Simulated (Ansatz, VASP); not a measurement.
**Ti: VASP beside Ansatz**

The input INCAR:

```
SYSTEM = Ti
PREC     = Accurate       ! precision mode
ENCUT    = 600            ! plane-wave cutoff, eV
EDIFF    = 1E-6           ! SCF threshold, eV
ISMEAR   = 0              ! smearing method
SIGMA    = 0.1            ! smearing width, eV
LREAL    = .FALSE.        ! projectors in reciprocal space
LASPH    = .TRUE.         ! aspherical terms in the spheres
NELM     = 60             ! most SCF steps
ALGO     = Normal         ! electronic algorithm
ISIF     = 3              ! what is computed and relaxed
LWAVE    = .FALSE.        ! write WAVECAR
LCHARG   = .FALSE.        ! write CHGCAR
GGA      = PE             ! functional
IBRION   = 2              ! ionic algorithm
NSW      = 90             ! ionic steps
EDIFFG   = -0.04          ! ionic threshold
```

Contents of KPOINTS:

```
Automatic mesh
0
G
  6 6 4
  0 0 0
```

The input POSCAR:

```
Ti
1.0
    3.6460332330      0.0000000000      0.0000000000
   -1.8230166165      3.1575574029      0.0000000000
    0.0000000000      0.0000000000      6.0159548345
Ti
4
Direct
    0.3333333333      0.6666666667      0.4375000000
    0.6666666667      0.3333333333      0.9375000000
    0.6666666667      0.3333333333      0.5625000000
    0.3333333333      0.6666666667      0.0625000000
```

Input for Ansatz:

```yaml
crystal:
  lattice:
    - [3.646033233, 0.0, 0.0]
    - [-1.8230166165, 3.1575574029, 0.0]
    - [0.0, 0.0, 6.0159548345]
  atoms:
    - { symbol: Ti, position: [0.3333333333, 0.6666666667, 0.4375] }
    - { symbol: Ti, position: [0.6666666667, 0.3333333333, 0.9375] }
    - { symbol: Ti, position: [0.6666666667, 0.3333333333, 0.5625] }
    - { symbol: Ti, position: [0.3333333333, 0.6666666667, 0.0625] }
basis:
  ecutwfc: 420
kpoints:
  mp_grid: { grid: [6, 6, 4] }
hamiltonian:
  xc: pbe
scf:
  occupations: { method: gaussian, width: 0.1 }
  lower_state_search: "off"
output:
  forces: true
  stress: true
  eigenvalues: true
relax:
  adjacent_minimum: "off"
  f_tol: 0.04
  max_steps: 70
  cell: { stress_tol: 0.4 }
```

Alike in both runs: task relaxation of cell and atoms; functional PBE; k mesh 6 × 6 × 4; occupations gaussian, width 0.1 eV; no spin polarisation.

|  | VASP | Ansatz |
| --- | --- | --- |
| version | VASP 6.6.1 | Ansatz 0.2.0 |
| potentials or method | VASP PAW PBE potentials, release 64 (Ti_sv), cutoff 600 eV | scalar-relativistic, plane waves, PAW |
| valence electrons in the cell | 48 | 48 |

```csv
,VASP,Ansatz,Ansatz less VASP
"gap on the k mesh at the Fermi level, each at its own relaxed structure (eV)",none,none,-
relaxed volume (Å³/atom),23.51,23.77,+0.262
relaxed cell length with the largest relative difference (Å),4.740,4.772,+0.0323
```

A gap of «none» marks a metal or a gap that the smearing closes.

Noted on VASP's run: the volume moved by over 15 % at a fixed basis, so the end points are rough.
